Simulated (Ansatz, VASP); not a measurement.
Si2Os2I in VASP and in Ansatz

Contents of INCAR:

```
SYSTEM = Si2Os2I
PREC     = Accurate       ! precision mode
ENCUT    = 520            ! plane-wave cutoff, eV
EDIFF    = 1E-7           ! SCF threshold, eV
ISMEAR   = 0              ! smearing method
SIGMA    = 0.0397         ! smearing width, eV
LREAL    = .FALSE.        ! projectors in reciprocal space
LASPH    = .TRUE.         ! aspherical terms in the spheres
NELM     = 100            ! most SCF steps
ALGO     = Normal         ! electronic algorithm
ISIF     = 2              ! what is computed and relaxed
LWAVE    = .FALSE.        ! write WAVECAR
LCHARG   = .FALSE.        ! write CHGCAR
GGA      = PS             ! functional
NBANDS   = 42             ! bands
```

KPOINTS

```
Automatic mesh
0
G
  6 6 6
  0 0 0
```

Contents of POSCAR:

```
Si2Os2I
1.0
    5.3720246500      3.3247875000      0.0000000000
    5.3720246500     -3.3247875000      0.0000000000
    0.0000000000      0.0000000000     -5.8744178200
Si Os I
4 4 2
Direct
    0.3272000000      0.0254000000      0.7102000000
    0.6728000000      0.9746000000      0.2102000000
    0.9746000000      0.6728000000      0.7102000000
    0.0254000000      0.3272000000      0.2102000000
    0.3390000000      0.0970000000      0.3580000000
    0.6610000000      0.9030000000      0.8580000000
    0.9030000000      0.6610000000      0.3580000000
    0.0970000000      0.3390000000      0.8580000000
    0.2140000000      0.7860000000      0.7700000000
    0.7860000000      0.2140000000      0.2700000000
```

Input for Ansatz:

```yaml
crystal:
  lattice:
    - [5.37202465, 3.3247875, 0.0]
    - [5.37202465, -3.3247875, 0.0]
    - [0.0, 0.0, -5.87441782]
  atoms:
    - { symbol: Si, position: [0.3272, 0.0254, 0.7102] }
    - { symbol: Si, position: [0.6728, 0.9746, 0.2102] }
    - { symbol: Si, position: [0.9746, 0.6728, 0.7102] }
    - { symbol: Si, position: [0.0254, 0.3272, 0.2102] }
    - { symbol: Os, position: [0.339, 0.097, 0.358] }
    - { symbol: Os, position: [0.661, 0.903, 0.858] }
    - { symbol: Os, position: [0.903, 0.661, 0.358] }
    - { symbol: Os, position: [0.097, 0.339, 0.858] }
    - { symbol: I, position: [0.214, 0.786, 0.77] }
    - { symbol: I, position: [0.786, 0.214, 0.27] }
  symmetry: { tolerance: 0.0003 }
kpoints:
  mp_grid: { grid: [6, 6, 6], shift: [0, 0, 0] }
  band_path:
    path:
      - [0.0, 0.0, 0.0]
      - [0.5, 0.5, 0.0]
      - [0.65423831, 0.34576169, 0.0]
      - [0.34576169, -0.34576169, 0.0]
      - [0.0, 0.0, 0.0]
      - [0.0, 0.0, -0.5]
      - [0.34576169, -0.34576169, -0.5]
      - [0.65423831, 0.34576169, -0.5]
      - [0.5, 0.5, -0.5]
      - [0.5, 0.5, 0.0]
      - [0.0, 0.0, 0.0]
    npoints: 6
magnetization:
  spin_polarized: false
scf:
  occupations: { method: gaussian, width: 0.0397 }
  lower_state_search: "off"
  max_iter: 200
hamiltonian:
  pseudopotentials: { kind: paw }
  xc: pbesol
basis:
  ecutwfc: 420
  fft_grid_basis: typed
output:
  forces: true
  stress: true
  eigenvalues: true
  bader: true
  populations: true
  elf: true
  write_potential: true
  volumetric_format: npy
  dos:
    e_range: [-12, 8]
    de: 0.05
    projected: { site_lists: { I: [I], Os: [Os], Si: [Si] } }
checkpoint:
  read: saved_state
```

Alike in both runs: task single point; functional PBEsol; k mesh 6 × 6 × 6; occupations gaussian, width 0.0397 eV; no spin polarisation.

|  | VASP | Ansatz |
| --- | --- | --- |
| version | VASP 6.6.1 | Ansatz 0.2.0 |
| potentials or method | VASP PAW PBE potentials, release 64 (Si, Os, I), cutoff 520 eV | PAW plane waves |
| valence electrons in the cell | 62 | 114 |

VASP gave:

```
rms of the force components (eV/Å) : 4.270
```

Task: Estimate Ansatz's values.

Result: rms of the force components (eV/Å): 4.341.

VASP's potentials were made for PBE, not for PBEsol. Atom by atom the forces differ by 0.098 eV/Å (rms over components). VASP's potentials hold 62 valence electrons a cell and Ansatz's 114, so a difference there can come from the potentials and not from the codes.

Spin-orbit coupling is off throughout.
